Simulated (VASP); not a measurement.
Wanted: the native input for a VASP 6.6.1 run.

```yaml
Task: single point
Functional: PBEsol
Potentials_or_basis: VASP PAW PBE potentials, release 64 (Rh_pv)
Cutoff: 520 eV
k_mesh: 18 × 18 × 18
Occupations: gaussian, width 0.1 eV
Spin: no spin polarisation
Dipole_correction: no
Further_INCAR_settings: ALGO = Fast; EDIFF = 1e-06; NBANDS = 14
```

The structure of Rh lies in POSCAR:

```
Rh
1.0
    0.0000000000      1.9509991451      1.9509991451
    1.9509991451      0.0000000000      1.9509991451
    1.9509991451      1.9509991451      0.0000000000
Rh
1
Direct
    0.0000000000      0.0000000000      0.0000000000
```

This cell differs from its parent crystal: volume scaled by 1.10.

One way to write it, as run:

INCAR

```
SYSTEM = Rh
PREC = Accurate ; ENCUT = 520
EDIFF = 1E-6 ; ISMEAR = 0
SIGMA = 0.1 ; LREAL = .FALSE.
LASPH = .TRUE. ; NELM = 100
ALGO = Fast ; ISIF = 2
LWAVE = .FALSE. ; LCHARG = .TRUE.
GGA = PS ; LELF = .TRUE.
LVHAR = .TRUE. ; NBANDS = 14
```

KPOINTS

```
regular mesh
0
G
  18 18 18
  0 0 0
```

Potentials or basis: VASP PAW PBE potentials, release 64 (Rh_pv).

Launch:

```bash
$ cat potpaw_PBE.64/Rh_pv/POTCAR > POTCAR
$ mpirun -np 1 vasp_std > vasp.out
```

It gave:

```
Pressure : -22.0 GPa
```

Caveat: the PAW data sets were made with another functional, which shifts forces and pressure a little.

It took 14 s on 1 thread of Intel(R) Xeon(R) 6975P-C (Granite Rapids), on a shared host, peak memory 0.16 GiB.
